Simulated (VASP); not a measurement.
# WSe2 in VASP: notebook

WSe2 is run at these levels: PBEsol; tasks: single point, relaxation of the atoms.

Everything below comes from runs of VASP 6.6.1. Logs are shortened: lines on timing, memory, paths and dates and some standing lists are left out, and cuts for length are marked.

## Step 1: The cell of the first run

The cell holds a slab with vacuum, 9 atoms: a = 3.271 Å, b = 3.271 Å, c = 31.569 Å, α = 90.00°, β = 90.00°, γ = 120.00°.

## Step 2: Single point, PBEsol

INCAR reads:

```
ALGO = Normal ; DIPOL = 0.5 0.5 0.500
EDIFF = 1E-6 ; ENCUT = 400
GGA = PS ; GGA_COMPAT = False
IDIPOL = 3 ; ISIF = 2
ISMEAR = 0 ; LASPH = True
LCHARG = False ; LDIPOL = True
LREAL = False ; LWAVE = False
NBANDS = 49 ; NELM = 120
NELMDL = -8 ; PREC = Accurate
SIGMA = 0.05
```

KPOINTS reads:

```
k-points
0
Gamma
  9 9 1
```

POSCAR reads:

```
WSe2
1.0
    3.2711503897      0.0000000000      0.0000000000
   -1.6355751948      2.8328993370      0.0000000000
    0.0000000000      0.0000000000     31.5685077085
Se W
6 3
Direct
    0.6666666667      0.3333333333      0.2375785409
    0.6666666667      0.3333333333      0.3436284946
    0.3333333333      0.6666666667      0.4469750232
    0.3333333333      0.6666666667      0.5530249768
    0.6666666667      0.3333333333      0.6563715054
    0.6666666667      0.3333333333      0.7624214591
    0.3333333333      0.6666666667      0.2906035177
    0.6666666667      0.3333333333      0.5000000000
    0.3333333333      0.6666666667      0.7093964823
```

Potentials or basis: VASP PAW PBE potentials, release 64 (Se, W_sv).

Run with:

```bash
> cat potpaw_PBE.64/Se/POTCAR potpaw_PBE.64/W_sv/POTCAR > POTCAR
> mpirun -np 1 vasp_std > vasp.out
```

OUTCAR:

```text
EDIFF = 1E-6
   ENCUT = 400
   GGA = PS
   ISIF = 2
   ISMEAR = 0
   LASPH = True
   LREAL = False
   NELM = 120
   NELMDL = -8
   PREC = Accurate

 ion  position               nearest neighbor table
   1  0.667  0.333  0.238-   7 2.52   7 2.52   7 2.52
   2  0.667  0.333  0.344-   7 2.52   7 2.52   7 2.52
   3  0.333  0.667  0.447-   8 2.52   8 2.52   8 2.52
   4  0.333  0.667  0.553-   8 2.52   8 2.52   8 2.52
   5  0.667  0.333  0.656-   9 2.52   9 2.52   9 2.52
   6  0.667  0.333  0.762-   9 2.52   9 2.52   9 2.52
   7  0.333  0.667  0.291-   1 2.52   1 2.52   1 2.52   2 2.52   2 2.52   2 2.52
   8  0.667  0.333  0.500-   3 2.52   4 2.52   3 2.52   4 2.52   3 2.52   4 2.52
   9  0.333  0.667  0.709-   6 2.52   6 2.52   6 2.52   5 2.52   5 2.52   5 2.52

  LATTYP: Found a hexagonal cell.
 ALAT       =     3.2711503897
 C/A-ratio  =     9.6505828066

  Lattice vectors:

 A1 = (   3.2711503897,   0.0000000000,   0.0000000000)
 A2 = (  -1.6355751948,   2.8328993370,   0.0000000000)
 A3 = (   0.0000000000,   0.0000000000,  31.5685077085)

Analysis of symmetry for initial positions (statically):
=====================================================================
 Subroutine PRICEL returns:
 Original cell was already a primitive cell.

 Routine SETGRP: Setting up the symmetry group for a
 hexagonal supercell.

 Subroutine GETGRP returns: Found 12 space group operations
 (whereof 12 operations were pure point group operations)
 out of a pool of 24 trial point group operations.

The static configuration has the point symmetry D_3h.

Analysis of symmetry for dynamics (positions and initial velocities):
=====================================================================
 Subroutine PRICEL returns:
 Original cell was already a primitive cell.

 Routine SETGRP: Setting up the symmetry group for a
 hexagonal supercell.

 Subroutine GETGRP returns: Found 12 space group operations
 (whereof 12 operations were pure point group operations)
 out of a pool of 24 trial point group operations.

The dynamic configuration has the point symmetry D_3h.

 Subroutine INISYM returns: Found 12 space group operations
 (whereof 12 operations are pure point group operations),
 and found     1 'primitive' translations

----------------------------------------------------------------------------------------

                                     Primitive cell

  volume of cell :     292.5403

  direct lattice vectors                    reciprocal lattice vectors
     3.271150390  0.000000000  0.000000000     0.305702851  0.176497623  0.000000000
    -1.635575195  2.832899337  0.000000000     0.000000000  0.352995247  0.000000000
     0.000000000  0.000000000 31.568507709     0.000000000  0.000000000  0.031677139

  length of vectors
     3.271150390  3.271150390 31.568507709     0.352995247  0.352995247  0.031677139

  position of ions in fractional coordinates (direct lattice)
     0.666666667  0.333333333  0.237578541
     0.666666667  0.333333333  0.343628495
     0.333333333  0.666666667  0.446975023
     0.333333333  0.666666667  0.553024977
     0.666666667  0.333333333  0.656371505
     0.666666667  0.333333333  0.762421459
     0.333333333  0.666666667  0.290603518
     0.666666667  0.333333333  0.500000000
     0.333333333  0.666666667  0.709396482

  ion indices of the primitive-cell ions
   primitive index   ion index
                 1           1
                 2           2
                 3           3
                 4           4
                 5           5
                 6           6
                 7           7
                 8           8
                 9           9

----------------------------------------------------------------------------------------

 KPOINTS: k-points

Automatic generation of k-mesh.
 Grid dimensions read from file:
 generate k-points for:    9    9    1

 Generating k-lattice:

  Cartesian coordinates                     Fractional coordinates (reciprocal lattice)
[... 55 lines left out ...]
      3     -72.2574      2.00000
      4     -36.5234      2.00000
      5     -36.5216      2.00000
      6     -36.5216      2.00000
[... 41 lines left out ...]
     48       4.9377      0.00000
     49       4.9555      0.00000

 k-point     2 :       0.1111    0.0000    0.0000
  band No.  band energies     occupation
      1     -72.2578      2.00000
      2     -72.2561      2.00000
      3     -72.2561      2.00000
      4     -36.5177      2.00000
      5     -36.5159      2.00000
      6     -36.5159      2.00000
[... 41 lines left out ...]
     48       4.7530      0.00000
     49       5.0281      0.00000

 k-point     3 :       0.2222   -0.0000    0.0000
  band No.  band energies     occupation
      1     -72.2544      2.00000
      2     -72.2527      2.00000
      3     -72.2527      2.00000
      4     -36.5033      2.00000
      5     -36.5015      2.00000
      6     -36.5015      2.00000
[... 41 lines left out ...]
     48       4.7723      0.00000
     49       5.5407      0.00000

 k-point     4 :       0.3333    0.0000    0.0000
  band No.  band energies     occupation
      1     -72.2506      2.00000
      2     -72.2489      2.00000
      3     -72.2489      2.00000
      4     -36.5613      2.00000
      5     -36.5589      2.00000
      6     -36.5589      2.00000
[... 353 lines left out ...]
     48       4.9459      0.00000
     49       5.9587      0.00000

 k-point    11 :       0.3333    0.2222    0.0000
  band No.  band energies     occupation
      1     -72.2470      2.00000
      2     -72.2453      2.00000
      3     -72.2453      2.00000
      4     -36.5855      2.00000
      5     -36.5831      2.00000
      6     -36.5831      2.00000
[... 41 lines left out ...]
     48       5.0771      0.00000
     49       6.1223      0.00000

 k-point    12 :       0.3333    0.3333    0.0000
  band No.  band energies     occupation
      1     -72.2464      2.00000
      2     -72.2447      2.00000
      3     -72.2447      2.00000
      4     -36.5602      2.00000
      5     -36.5579      2.00000
      6     -36.5579      2.00000
[... 41 lines left out ...]
     48       5.2766      0.00000
     49       6.5561      0.00000

------------------------ aborting loop because EDIFF is reached ----------------------------------------

 vacuum level on the upper side and lower side of the slab       (xc-potential included)        -0.110        -0.110

  FORCE on cell =-STRESS in cart. coord.  units (eV):
  Direction    XX          YY          ZZ          XY          YZ          ZX
  --------------------------------------------------------------------------------------
  -------------------------------------------------------------------------------------
  Total        0.3218396      0.3218396      0.4809883      0.0000000      0.0000000      0.0000000
  in kB        1.7626432      1.7626432      2.6342647      0.0000000      0.0000000      0.0000000
  external PRESSURE =       2.0531837 kB  Pullay stress =       0.0000000 kB

 VOLUME and BASIS-vectors are now :
 -----------------------------------------------------------------------------
  energy-cutoff  :      400.00
  volume of cell :      292.54
      direct lattice vectors                 reciprocal lattice vectors
     3.271150390  0.000000000  0.000000000     0.305702851  0.176497623  0.000000000
    -1.635575195  2.832899337  0.000000000     0.000000000  0.352995247  0.000000000
     0.000000000  0.000000000 31.568507709     0.000000000  0.000000000  0.031677139

 POSITION                                       TOTAL-FORCE (eV/Angst)
 -----------------------------------------------------------------------------------
      1.63558      0.94430      7.50000        -0.000000     -0.000000     -0.033172
      1.63558      0.94430     10.84784        -0.000000      0.000000      0.067896
     -0.00000      1.88860     14.11033         0.000000      0.000000     -0.066421
     -0.00000      1.88860     17.45817         0.000000     -0.000000      0.066421
      1.63558      0.94430     20.72067        -0.000000      0.000000     -0.067896
      1.63558      0.94430     24.06851        -0.000000     -0.000000      0.033172
     -0.00000      1.88860      9.17392        -0.000000      0.000000     -0.034749
      1.63558      0.94430     15.78425         0.000000     -0.000000      0.000000
     -0.00000      1.88860     22.39459         0.000000      0.000000      0.034749
 -----------------------------------------------------------------------------------
    total drift:                                0.000000     -0.000000     -0.000000

  FREE ENERGIE OF THE ION-ELECTRON SYSTEM (eV)
  ---------------------------------------------------
  free  energy   TOTEN  =       -69.7838458455 eV

  energy  without entropy=      -69.7838458455  energy(sigma->0) =      -69.78384585

 vacuum level on the upper side and lower side of the slab         6.744         6.744
```

It took 4.1 min on 1 thread of Intel Xeon Platinum 8259CL at 2.50GHz (Skylake/Cascade Lake), shared host; peak memory 0.38 GiB.

What came out:

* Free energy: -69.7838 eV
* Largest force: 0.068 eV/Å
* Band gap on the k mesh: 1.33 eV, indirect (least direct gap 1.62 eV)

Forces in eV/Å, atoms in the order of the input:
```
Se   0.000  0.000 -0.033
Se   0.000  0.000  0.068
Se   0.000  0.000 -0.066
Se   0.000  0.000  0.066
Se   0.000  0.000 -0.068
Se   0.000  0.000  0.033
W    0.000  0.000 -0.035
W    0.000  0.000  0.000
W    0.000  0.000  0.035
```

Levels at points of the mesh, in eV from the valence-band top:
```tsv
k point	band 35	band 36	band 37	band 38	band 39	band 40	band 41	band 42	band 43	band 44
(0.00, 0.00, 0.00)	-1.30	-1.30	-0.81	-0.29	0.00	2.89	2.89	2.91	2.91	2.92
```

Caveat: the PAW data sets were made with another functional, which shifts forces and pressure a little; spin-orbit coupling is left out, which moves the levels of the heavy elements.

## Step 3: Single point, PBEsol

INCAR reads:

```
SYSTEM = WSe2
PREC = Accurate
ENCUT = 400
EDIFF = 1E-6
ISMEAR = 0
SIGMA = 0.05
LREAL = .False.
LASPH = .True.
NELM = 120
ALGO = Normal
ISIF = 2
LWAVE = .False.
LCHARG = .False.
LDIPOL = .True.
IDIPOL = 3
DIPOL = 0.5 0.5 0.500
GGA = PS
NBANDS = 49
GGA_COMPAT = .False.
NELMDL = -8
```

KPOINTS reads:

```
regular mesh
0
Gamma
  9 9 1
  0 0 0
```

POSCAR reads:

```
WSe2
1.0
    3.2711503897      0.0000000000      0.0000000000
   -1.6355751948      2.8328993371      0.0000000000
    0.0000000000      0.0000000000     31.5685077085
Se W
6 3
Direct
    0.6666666667      0.3333333333      0.2377011052
    0.6666666667      0.3333333333      0.3437124556
    0.3333333333      0.6666666667      0.4469658202
    0.3333333333      0.6666666667      0.5530347047
    0.6666666667      0.3333333333      0.6562873456
    0.6666666667      0.3333333333      0.7622986583
    0.3333333333      0.6666666667      0.2906693398
    0.6666666667      0.3333333333      0.5000002162
    0.3333333333      0.6666666667      0.7093303544
```

Potentials or basis: VASP PAW PBE potentials, release 64 (Se, W_sv).

Run with:

```bash
> cat potpaw_PBE.64/Se/POTCAR potpaw_PBE.64/W_sv/POTCAR > POTCAR
> mpirun -np 1 vasp_std > vasp.out
```

It took 4.9 min on 1 thread of Intel Xeon Platinum 8259CL at 2.50GHz (Skylake/Cascade Lake), shared host; peak memory 0.38 GiB.

Results (log left out):

```yaml
Free_energy: -69.7838 eV
Largest_force: 0.062 eV/Å
Band_gap_on_the_k_mesh: 1.33 eV, indirect (least direct gap 1.62 eV)
```

Forces in eV/Å, atoms in the order of the input:
```
Se   0.000  0.000 -0.062
Se   0.000  0.000  0.061
Se   0.000  0.000 -0.061
Se   0.000  0.000  0.061
Se   0.000  0.000 -0.061
Se   0.000  0.000  0.062
W    0.000  0.000  0.000
W    0.000  0.000  0.000
W    0.000  0.000  0.000
```

Levels at points of the mesh, in eV from the valence-band top:
```
           k point  band 36  band 37  band 38  band 39  band 40  band 41  band 42  band 43
(0.00, 0.00, 0.00)    -1.30    -0.80    -0.29     0.00     2.89     2.89     2.91     2.91
```

Caveat: the PAW data sets were made with another functional, which shifts forces and pressure a little; spin-orbit coupling is left out, which moves the levels of the heavy elements.

## Step 4: Single point, PBEsol

Changes to INCAR since step 3:

```diff
@@ -5,3 +5,3 @@
 ISMEAR = 0
-SIGMA = 0.05
+SIGMA = 0.01
 LREAL = .False.
@@ -12,3 +12,3 @@
 LWAVE = .False.
-LCHARG = .False.
+LCHARG = .True.
 LDIPOL = .True.
@@ -17,2 +17,5 @@
 GGA = PS
+LELF = .True.
+LVHAR = .True.
+LVACPOTAV = .True.
 NBANDS = 49
```

KPOINTS is that of step 3.

POSCAR reads:

```
WSe2
1.0
    3.2711503897      0.0000000000      0.0000000000
   -1.6355751948      2.8328993370      0.0000000000
    0.0000000000      0.0000000000     31.5685077085
Se W
6 3
Direct
    0.6666666667      0.3333333333      0.2375785409
    0.6666666667      0.3333333333      0.3436284946
    0.3333333333      0.6666666667      0.4469750232
    0.3333333333      0.6666666667      0.5530249768
    0.6666666667      0.3333333333      0.6563715054
    0.6666666667      0.3333333333      0.7624214591
    0.3333333333      0.6666666667      0.2906035177
    0.6666666667      0.3333333333      0.5000000000
    0.3333333333      0.6666666667      0.7093964823
```

Run with:

```bash
> cat potpaw_PBE.64/Se/POTCAR potpaw_PBE.64/W_sv/POTCAR > POTCAR
> mpirun -np 1 vasp_std > vasp.out
```

It took 4.7 min on 1 thread of Intel Xeon Platinum 8259CL at 2.50GHz (Skylake/Cascade Lake), shared host; peak memory 0.38 GiB.

The run converged. Its results:

```
Free energy            : -69.7838 eV
Largest force          : 0.068 eV/Å
Band gap on the k mesh : 1.33 eV, indirect (least direct gap 1.62 eV)
```

Forces on the atoms (eV/Å):
```
Se   0.000  0.000 -0.033
Se   0.000  0.000  0.068
Se   0.000  0.000 -0.066
Se   0.000  0.000  0.066
Se   0.000  0.000 -0.068
Se   0.000  0.000  0.033
W    0.000  0.000 -0.035
W    0.000  0.000  0.000
W    0.000  0.000  0.035
```

Levels at points of the mesh, in eV from the valence-band top:
```tsv
k point	band 35	band 36	band 37	band 38	band 39	band 40	band 41	band 42	band 43	band 44
(0.00, 0.00, 0.00)	-1.30	-1.30	-0.81	-0.29	0.00	2.89	2.89	2.91	2.91	2.92
```

Caveat: the PAW data sets were made with another functional, which shifts forces and pressure a little; spin-orbit coupling is left out, which moves the levels of the heavy elements.

## Step 5: Single point, PBEsol

INCAR reads:

```
  PREC = Accurate
  ENCUT = 400
  EDIFF = 1E-6
  ISMEAR = 0
  SIGMA = 0.05
  LREAL = False
  LASPH = True
  NELM = 120
  ALGO = Normal
  ISIF = 2
  LWAVE = False
  LCHARG = True
  LDIPOL = True
  IDIPOL = 3
  DIPOL = 0.5 0.5 0.500
  GGA = PS
  LELF = True
  LVHAR = True
  LVACPOTAV = True
  NBANDS = 49
  GGA_COMPAT = False
  NELMDL = -8
```

KPOINTS reads:

```
Automatic mesh
0
Gamma
  13 13 1
```

POSCAR is that of step 4.

Run with:

```bash
> cat potpaw_PBE.64/Se/POTCAR potpaw_PBE.64/W_sv/POTCAR > POTCAR
> mpirun -np 1 vasp_std > vasp.out
```

Wall time 7.1 min (1 thread of Intel Xeon Platinum 8259CL at 2.50GHz (Skylake/Cascade Lake), shared host); peak memory 0.43 GiB.

The run converged. Its results:

```
Free energy            : -69.7845 eV
Largest force          : 0.067 eV/Å
Band gap on the k mesh : 1.29 eV, indirect (least direct gap 1.79 eV)
```

Forces in eV/Å, atoms in the order of the input:
```
Se   0.000  0.000 -0.033
Se   0.000  0.000  0.067
Se   0.000  0.000 -0.066
Se   0.000  0.000  0.066
Se   0.000  0.000 -0.067
Se   0.000  0.000  0.033
W    0.000  0.000 -0.035
W    0.000  0.000  0.000
W    0.000  0.000  0.035
```

Levels at points of the mesh, in eV from the valence-band top:
```
           k point  band 36  band 37  band 38  band 39  band 40  band 41  band 42  band 43
(0.00, 0.00, 0.00)    -1.30    -0.81    -0.29     0.00     2.89     2.89     2.91     2.91
```

Caveat: the PAW data sets were made with another functional, which shifts forces and pressure a little; spin-orbit coupling is left out, which moves the levels of the heavy elements.

## Step 6: Relaxation of the atoms, PBEsol

INCAR reads:

```
SYSTEM = WSe2
PREC = Accurate
ENCUT = 450
EDIFF = 1E-7
ISMEAR = 0
SIGMA = 0.05
LREAL = .FALSE.
LASPH = .TRUE.
NELM = 120
ALGO = Normal
ISIF = 2
LWAVE = .FALSE.
LCHARG = .FALSE.
LDIPOL = .TRUE.
IDIPOL = 3
DIPOL = 0.5 0.5 0.500
GGA = PS
IBRION = 2
NSW = 80
EDIFFG = -0.02
GGA_COMPAT = .FALSE.
NELMIN = 4
NELMDL = -8
KPAR = 4
```

KPOINTS reads:

```
regular mesh
0
G
  9 9 1
  0 0 0
```

POSCAR is that of step 5.

Potentials or basis: VASP PAW PBE potentials, release 64 (Se, W_sv).

Run with:

```bash
> cat potpaw_PBE.64/Se/POTCAR potpaw_PBE.64/W_sv/POTCAR > POTCAR
> mpirun -np 4 vasp_std > vasp.out
```

It took 3.2 min on 4 MPI ranks of AMD EPYC 7R43 (Zen 3), shared host; peak memory 0.39 GiB.

The run converged. Its results:

| Quantity | Value |
| --- | --- |
| Free energy | -69.7861 eV |
| Energy gained by relaxing | 0.1 meV/atom |
| Ionic steps | 5 |
| Band gap on the k mesh | 1.33 eV, indirect (least direct gap 1.63 eV) |

Step by step:
| step | energy change (eV) | largest force (eV/Å) | pressure (GPa) |
| --- | --- | --- | --- |
| 1 | 0.0000 | 0.0677 | 0.22 |
| 2 | -0.0005 | 0.0391 | 0.07 |
| 3 | -0.0005 | 0.0342 | 0.08 |
| 4 | -0.0005 | 0.0248 | 0.02 |
| 5 | -0.0006 | 0.0006 | 0.04 |

Final structure:
```
CELL_PARAMETERS angstrom
3.27115 0.00000 0.00000
-1.63558 2.83290 0.00000
0.00000 0.00000 31.56851
ATOMIC_POSITIONS crystal
Se 0.66667 0.33333 0.23750
Se 0.66667 0.33333 0.34373
Se 0.33333 0.66667 0.44686
Se 0.33333 0.66667 0.55314
Se 0.66667 0.33333 0.65627
Se 0.66667 0.33333 0.76250
W 0.33333 0.66667 0.29058
W 0.66667 0.33333 0.50000
W 0.33333 0.66667 0.70942
```

Levels at points of the mesh, in eV from the valence-band top:
| k point | band 37 | band 38 | band 39 | band 40 | band 41 | band 42 |
| --- | --- | --- | --- | --- | --- | --- |
| (0.00, 0.00, 0.00) | -0.80 | -0.29 | 0.00 | 2.90 | 2.90 | 2.91 |

Caveat: the PAW data sets were made with another functional, which shifts forces and pressure a little; spin-orbit coupling is left out, which moves the levels of the heavy elements.

## Step 7: Summary

| task | cell | k mesh | cutoff (eV) | smearing | gap on the mesh (eV) | largest force (eV/Å) |
| --- | --- | --- | --- | --- | --- | --- |
| single point | a = 3.271, b = 3.271, c = 31.569 Å, angles 90.0, 90.0, 120.0°, 9 atoms | 9 × 9 × 1 | 400 | gaussian 0.05 eV | 1.33 | 0.06 |
| single point | a = 3.271, b = 3.271, c = 31.569 Å, angles 90.0, 90.0, 120.0°, 9 atoms | 9 × 9 × 1 | 400 | gaussian 0.01 eV | 1.33 | 0.07 |
| single point | a = 3.271, b = 3.271, c = 31.569 Å, angles 90.0, 90.0, 120.0°, 9 atoms | 13 × 13 × 1 | 400 | gaussian 0.05 eV | 1.29 | 0.07 |
| relaxation of the atoms | atoms relaxed from a = 3.271, b = 3.271, c = 31.569 Å, angles 90.0, 90.0, 120.0°, 9 atoms | 9 × 9 × 1 | 450 | gaussian 0.05 eV | 1.33 | - |

Alike in all rows: level PBEsol; potentials or basis VASP PAW PBE potentials, release 64 (Se, W_sv); no spin polarisation.

On the cell as given the gap runs from 1.29 eV (PBEsol) to 1.33 eV (PBEsol); the meshes differ, which moves gaps too.

Caveats: the PAW data sets were made with another functional, which shifts forces and pressure a little; spin-orbit coupling is left out, which moves the levels of the heavy elements.

Total energies depend on the potentials used, so only differences within one code and one set of settings carry meaning.
